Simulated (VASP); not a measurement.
LiCl:

```
Cl Li
1.0
     0.00000    2.56477    2.56477
     2.56477    0.00000    2.56477
     2.56477    2.56477    0.00000
Cl Li
1 1
Direct
  0.50000 0.50000 0.50000
  0.00000 0.00000 0.00000
```

```yaml
Program: VASP 6.6.1
Task: relaxation of cell and atoms
Functional: revPBE
Potentials_or_basis: VASP PAW PBE potentials, release 64 (Cl, Li_sv)
Cutoff: 600 eV
k_mesh: 9 × 9 × 9
Occupations: fermi-dirac, width 0.05 eV
Spin: no spin polarisation
```

At the start: pressure 2.0 GPa; volume 16.87 Å³/atom.

**Question.** Where does the relaxation end?

**Answer.** Over 4 steps the energy falls by 6.4 meV/atom and the volume is 17.96 Å³/atom (+6.5 %); space group Fm-3m (No. 225, to 0.05 Å).

Step by step:
| step | energy change (eV) | largest force (eV/Å) | pressure (GPa) | volume (Å³) |
| --- | --- | --- | --- | --- |
| 1 | 0.0000 | 0.0000 | 1.97 | 33.74 |
| 2 | -0.0093 | 0.0000 | 0.97 | 34.77 |
| 3 | -0.0127 | 0.0000 | -0.09 | 36.05 |
| 4 | -0.0127 | 0.0000 | 0.00 | 35.93 |

Final structure:
```yaml
crystal:
  lattice:
    - [0.00000, 2.61899, 2.61899]
    - [2.61899, 0.00000, 2.61899]
    - [2.61899, 2.61899, 0.00000]
  atoms:
    - { symbol: Cl, position: [0.50000, 0.50000, 0.50000] }
    - { symbol: Li, position: [0.00000, 0.00000, 0.00000] }
```

Caveat: the cutoff is under 1.25 times the usual one of these potentials, so pressure, stress and relaxed cells hold a basis-set (Pulay) error; the PAW data sets were made with another functional, which shifts forces and pressure a little.
